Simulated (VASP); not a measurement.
# Cu (I4/mmm) in VASP: a series of runs

Cu is run at these levels: PBEsol; tasks: single point.

All numbers are computed with VASP 6.6.1; they aren't measurements. Logs are shortened: lines on timing, memory, paths and dates and some standing lists are left out, and cuts for length are marked.

## Step 1: The cell of the first run

Symmetry: I4/mmm, No. 139, tetragonal system. Conventional cell: a = 2.972 Å, b = 2.972 Å, c = 2.835 Å, α = 90.00°, β = 90.00°, γ = 90.00°. Cu (site symmetry 4/mmm) has 14 Cu at 2.53 to 2.97 Å within 3.3 Å.

## Step 2: Single point, PBEsol (strain +0.030 along x and y, +0.030 along z)

Contents of INCAR:

```
PREC = Accurate
ENCUT = 520
EDIFF = 1E-6
ISMEAR = 0
SIGMA = 0.15
LREAL = F
LASPH = T
NELM = 100
ALGO = Fast
ISIF = 2
LWAVE = F
LCHARG = T
GGA = PS
LELF = T
LVHAR = T
NBANDS = 12
```

Contents of KPOINTS:

```
regular mesh
0
Gamma
  24 24 24
```

Contents of POSCAR:

```
Cu
1.0
   -1.4860771196      1.4860771196      1.4173638935
    1.4860771196     -1.4860771196      1.4173638935
    1.4860771196      1.4860771196     -1.4173638935
Cu
1
Direct
    0.0000000000      0.0000000000      0.0000000000
```

Potentials or basis: VASP PAW PBE potentials, release 64 (Cu).

On the command line:

```bash
$ cat potpaw_PBE.64/Cu/POTCAR > POTCAR
$ mpirun -np 1 vasp_std > vasp.out
```

OUTCAR:

```text
PREC = Accurate
   ENCUT = 520
   EDIFF = 1E-6
   ISMEAR = 0
   LREAL = F
   LASPH = T
   NELM = 100
   ISIF = 2
   GGA = PS

 ion  position               nearest neighbor table
   1  0.000  0.000  0.000-

  LATTYP: Found a body centered tetragonal cell.
 ALAT       =     2.9721542392
 C/A-ratio  =     0.9537620052

  Lattice vectors:

 A1 = (  -1.4860771196,   1.4860771196,   1.4173638935)
 A2 = (   1.4860771196,  -1.4860771196,   1.4173638935)
 A3 = (   1.4860771196,   1.4860771196,  -1.4173638935)

Analysis of symmetry for initial positions (statically):
=====================================================================
 Subroutine PRICEL returns:
 Original cell was already a primitive cell.

 Routine SETGRP: Setting up the symmetry group for a
 body centered tetragonal supercell.

 Subroutine GETGRP returns: Found 16 space group operations
 (whereof 16 operations were pure point group operations)
 out of a pool of 16 trial point group operations.

The static configuration has the point symmetry D_4h.

Analysis of symmetry for dynamics (positions and initial velocities):
=====================================================================
 Subroutine PRICEL returns:
 Original cell was already a primitive cell.

 Routine SETGRP: Setting up the symmetry group for a
 body centered tetragonal supercell.

 Subroutine GETGRP returns: Found 16 space group operations
 (whereof 16 operations were pure point group operations)
 out of a pool of 16 trial point group operations.

The dynamic configuration has the point symmetry D_4h.

 Subroutine INISYM returns: Found 16 space group operations
 (whereof 16 operations are pure point group operations),
 and found     1 'primitive' translations

----------------------------------------------------------------------------------------

                                     Primitive cell

  volume of cell :      12.5206

  direct lattice vectors                    reciprocal lattice vectors
    -1.486077120  1.486077120  1.417363893     0.000000000  0.336456294  0.352767558
     1.486077120 -1.486077120  1.417363893     0.336456294  0.000000000  0.352767558
     1.486077120  1.486077120 -1.417363893     0.336456294  0.336456294  0.000000000

  length of vectors
     2.534910416  2.534910416  2.534910416     0.487491321  0.487491321  0.475821054

  position of ions in fractional coordinates (direct lattice)
     0.000000000  0.000000000  0.000000000

  ion indices of the primitive-cell ions
   primitive index   ion index
                 1           1

----------------------------------------------------------------------------------------

 KPOINTS: regular mesh

Automatic generation of k-mesh.
 Grid dimensions read from file:
 generate k-points for:   24   24   24

 Generating k-lattice:

  Cartesian coordinates                     Fractional coordinates (reciprocal lattice)
     0.000000000  0.014019012  0.014698648     0.041666667  0.000000000 -0.000000000
     0.014019012  0.000000000  0.014698648     0.000000000  0.041666667 -0.000000000
     0.014019012  0.014019012  0.000000000     0.000000000  0.000000000  0.041666667

  Length of vectors
     0.020312138  0.020312138  0.019825877

  Shift w.r.t. Gamma in fractional coordinates (k-lattice)
     0.000000000  0.000000000  0.000000000

 Subroutine IBZKPT returns following result:
 ===========================================

 Found   1063 irreducible k-points:

 Following reciprocal coordinates:
            Coordinates               Weight
  0.000000  0.000000  0.000000      1.000000
  0.041667  0.000000  0.000000      8.000000
  0.083333  0.000000  0.000000      8.000000
  0.125000  0.000000 -0.000000      8.000000
  0.166667  0.000000 -0.000000      8.000000
  0.208333  0.000000  0.000000      8.000000
[... 16 lines left out ...]
  0.416667  0.041667  0.000000     16.000000
  0.458333  0.041667  0.000000     16.000000
 [... further k-points ...]
   k-points           NKPTS =   1063   k-points in BZ     NKDIM =   1063   number of bands    NBANDS=     12
   number of dos      NEDOS =    301   number of ions     NIONS =      1
   total plane-waves  NPLWV =   8000
   dimension x,y,z NGX =    20 NGY =   20 NGZ =   20
   dimension x,y,z NGXF=    40 NGYF=   40 NGZF=   40
   ions per type =               1
   NGX,Y,Z   is equivalent  to a cutoff of  13.12, 13.12, 13.12 a.u.
   NGXF,Y,Z  is equivalent  to a cutoff of  26.23, 26.23, 26.23 a.u.
 SYSTEM =  unknown system
   PREC   = accura    normal or accurate (medium, high low for compatibility)
   ISTART =      0    job   : 0-new  1-cont  2-samecut
   ICHARG =      2    charge: 1-file 2-atom 10-const
   ISPIN  =      1    spin polarized calculation?
   LNONCOLLINEAR =      F non collinear calculations
   LSORBIT =      F    spin-orbit coupling
   LASPH  =      T    aspherical Exc in radial PAW
   ENCUT  =  520.0 eV  38.22 Ry    6.18 a.u.   4.71  4.71  4.71*2*pi/ulx,y,z
   NELM   =    100;   NELMIN=  2; NELMDL= -5     # of ELM steps
   EDIFF  = 0.1E-05   stopping-criterion for ELM
   LREAL  =      F    real-space projection
   EDIFFG = 0.1E-04   stopping-criterion for IOM
   NSW    =      0    number of steps for IOM
   IBRION =     -1    ionic relax: 0-MD 1-quasi-New 2-CG
   NFREE  =      0    steps in history (QN), initial steepest desc. (CG)
   ISIF   =      2    stress and relaxation
   ISYM   =      2    0-nonsym 1-usesym 2-fastsym
   POTIM  = 0.5000    time-step for ionic-motion
   TEBEG  =    0.0;   TEEND  =   0.0 temperature during run
   PSTRESS=    0.0 pullay stress
   NELECT =      11.0000    total number of electrons
   NUPDOWN=      -1.0000    fix difference up-down
   EMIN   =  10.00;   EMAX   =-10.00  energy-range for DOS
   EFERMI =   0.00;   METHOD = LEGACY
   ISMEAR =     0;   SIGMA  =   0.15  broadening in eV -4-tet -1-fermi 0-gaus
   EFERMI_NEDOS =   21; number of points for ismear=-14 and -15
   IALGO  =     68    algorithm
   IMIX   =      4    mixing-type and parameters
     AMIX     =   0.40;   BMIX     =  1.00
     AMIX_MAG =   1.60;   BMIX_MAG =  1.00
  volume/ion in A,a.u.               =      12.52        84.49
  Fermi-wavevector in a.u.,A,eV,Ry     =   1.567946  2.962988 33.449297  2.458454
  Thomas-Fermi vector in A             =   2.670050
   LORBIT       =      0    0 simple, 1 ext, 2 COOP (PROOUT), +10 PAW based schemes
   GGA     = PS    functional components
   LHFCALC =     F    Hartree Fock is set to
   AEXX    =    0.0000 exact exchange contribution
   IVDW    =     0    specifies the selected vdW correction
   LEPSILON=     F    determine dielectric tensor
   LRPA    =     F    only Hartree local field effects (RPA)
 non-spin polarized calculation
 RMM-DIIS sequential band-by-band and
 Gauss-broadening in eV      SIGMA  =   0.15
  energy-cutoff  :      520.00
  volume of cell :       12.52
 maximum number of plane-waves:       354
   NGX =  9   NGY =  9   NGZ =  9

 number of electron      11.0000007 magnetization

 Free energy of the ion-electron system (eV)
  ---------------------------------------------------
  ext. energy  EPLUGINS =         0.00000000
  ---------------------------------------------------
  free energy    TOTEN  =        -4.22702272 eV

  energy without entropy =       -4.22234495  energy(sigma->0) =       -4.22468384

 E-fermi :   6.6902     XC(G=0): -12.5717

 val. band max:        6.6896936263   @ k =   0.5000   0.1667   0.0833
 cond. band min:       6.6946087845   @ k =   0.2917   0.1250   0.0833
 fundamental gap:      0.0049151583
 Fermi energy:         6.6901555394

 k-point     1 :       0.0000    0.0000    0.0000
  band No.  band energies     occupation
      1      -2.2446      2.00000
      2       3.6672      2.00000
      3       3.8392      2.00000
      4       3.8392      2.00000
      5       4.6135      2.00000
      6       4.7954      2.00000
      7      30.6628      0.00000
      8      30.6628      0.00000
      9      31.8949      0.00000
     10      33.6246      0.00000
     11      33.6249      0.00000
     12      34.2770      0.00000

 k-point     2 :       0.0417    0.0000    0.0000
  band No.  band energies     occupation
      1      -2.1792      2.00000
      2       3.6728      2.00000
      3       3.8380      2.00000
      4       3.8453      2.00000
      5       4.6136      2.00000
      6       4.7862      2.00000
      7      30.2489      0.00000
      8      30.4306      0.00000
      9      31.2388      0.00000
     10      32.7571      0.00000
     11      32.9296      0.00000
     12      33.4869      0.00000

 k-point     3 :       0.0833    0.0000    0.0000
  band No.  band energies     occupation
      1      -1.9841      2.00000
      2       3.6698      2.00000
      3       3.8326      2.00000
      4       3.8833      2.00000
      5       4.6137      2.00000
      6       4.7627      2.00000
      7      28.7601      0.00000
      8      29.8719      0.00000
      9      30.0059      0.00000
     10      31.5146      0.00000
     11      32.2373      0.00000
     12      33.2238      0.00000
[... 286 lines left out ...]
 k-point    23 :       0.4167    0.0417    0.0000
  band No.  band energies     occupation
      1       1.9687      2.00000
      2       3.0901      2.00000
      3       4.6297      2.00000
      4       4.8386      2.00000
      5       5.1439      2.00000
      6       5.9139      2.00000
      7      11.9719      0.00000
      8      22.7078      0.00000
      9      23.3309      0.00000
     10      27.4993      0.00000
     11      30.0204      0.00000
     12      38.1401      0.00000

 k-point    24 :       0.4583    0.0417    0.0000
  band No.  band energies     occupation
      1       2.0218      2.00000
      2       3.0683      2.00000
      3       4.6634      2.00000
      4       4.8450      2.00000
      5       5.2568      2.00000
      6       6.4664      1.96508
      7      11.0402      0.00000
      8      22.4943      0.00000
      9      23.1864      0.00000
     10      27.4391      0.00000
     11      30.0122      0.00000
     12      38.7909      0.00000

 [... further k-points ...]
[... 5 lines left out ...]
  --------------------------------------------------------------------------------------
  -------------------------------------------------------------------------------------
  Total       -0.9204356     -0.9204356     -0.9498049      0.0000000      0.0000000      0.0000000
  in kB     -117.7822722   -117.7822722   -121.5404757      0.0000000      0.0000000      0.0000000
  external PRESSURE =    -119.0350067 kB  Pullay stress =       0.0000000 kB

 VOLUME and BASIS-vectors are now :
 -----------------------------------------------------------------------------
  energy-cutoff  :      520.00
  volume of cell :       12.52
      direct lattice vectors                 reciprocal lattice vectors
    -1.486077120  1.486077120  1.417363893     0.000000000  0.336456294  0.352767558
     1.486077120 -1.486077120  1.417363893     0.336456294  0.000000000  0.352767558
     1.486077120  1.486077120 -1.417363893     0.336456294  0.336456294  0.000000000

 POSITION                                       TOTAL-FORCE (eV/Angst)
 -----------------------------------------------------------------------------------
      0.00000      0.00000      0.00000         0.000000     -0.000000     -0.000000
 -----------------------------------------------------------------------------------
    total drift:                                0.000000     -0.000000      0.000000

  FREE ENERGIE OF THE ION-ELECTRON SYSTEM (eV)
  ---------------------------------------------------
  free  energy   TOTEN  =        -4.2270227232 eV

  energy  without entropy=       -4.2223449495  energy(sigma->0) =       -4.22468384
```

Wall time 91 s (1 thread of Intel Xeon Platinum 8559C (Emerald Rapids), shared host); peak memory 0.26 GiB.

Results:

```yaml
Free_energy: -4.2270 eV
Pressure: -11.9 GPa
```

Caveat: the cell differs from its parent crystal (strain +0.030 along x and y, +0.030 along z); the PAW data sets were made with another functional, which shifts forces and pressure a little.

## Step 3: Single point, PBEsol (strain -0.030 along x and y, -0.030 along z)

Contents of INCAR:

```
SYSTEM = Cu
ALGO = Normal
EDIFF = 1E-6
ENCUT = 520
GGA = PS
ISIF = 2
ISMEAR = 0
LASPH = .TRUE.
LCHARG = .TRUE.
LELF = .TRUE.
LREAL = .FALSE.
LVHAR = .TRUE.
LWAVE = .FALSE.
NBANDS = 12
NELM = 60
PREC = Accurate
SIGMA = 0.15
```

Contents of KPOINTS:

```
k-points
0
G
  24 24 24
  0 0 0
```

Contents of POSCAR:

```
Cu
1.0
   -1.3995095204      1.3995095204      1.3347990065
    1.3995095204     -1.3995095204      1.3347990065
    1.3995095204      1.3995095204     -1.3347990065
Cu
1
Direct
    0.0000000000      0.0000000000      0.0000000000
```

Potentials or basis: VASP PAW PBE potentials, release 64 (Cu).

On the command line:

```bash
$ cat potpaw_PBE.64/Cu/POTCAR > POTCAR
$ mpirun -np 1 vasp_std > vasp.out
```

Run time: 53 s. Hardware: 1 thread of Intel Xeon Platinum 8559C (Emerald Rapids), shared host; peak memory 0.24 GiB.

The run converged. Its results:

- Free energy: -4.2233 eV
- Pressure: 17.6 GPa

Stress tensor (GPa, compression positive):
```
17.48  0.00  0.00
 0.00 17.48  0.00
 0.00  0.00 17.76
```

Levels at points of the mesh, in eV from the Fermi level:
```csv
k point,band 4,band 5,band 6,band 7,band 8,band 9
"(0.00, 0.00, 0.00)",-3.46,-2.45,-2.21,25.73,25.73,27.01
"(0.50, 0.00, 0.00)",-2.09,-1.43,-0.82,5.21,18.06,18.58
"(0.50, 0.50, 0.00)",-2.25,-1.46,-1.23,4.66,19.33,20.11
"(0.50, 0.50, 0.50)",-1.66,-1.60,8.06,8.06,10.03,14.03
```

Caveat: the cell differs from its parent crystal (strain -0.030 along x and y, -0.030 along z); the PAW data sets were made with another functional, which shifts forces and pressure a little.
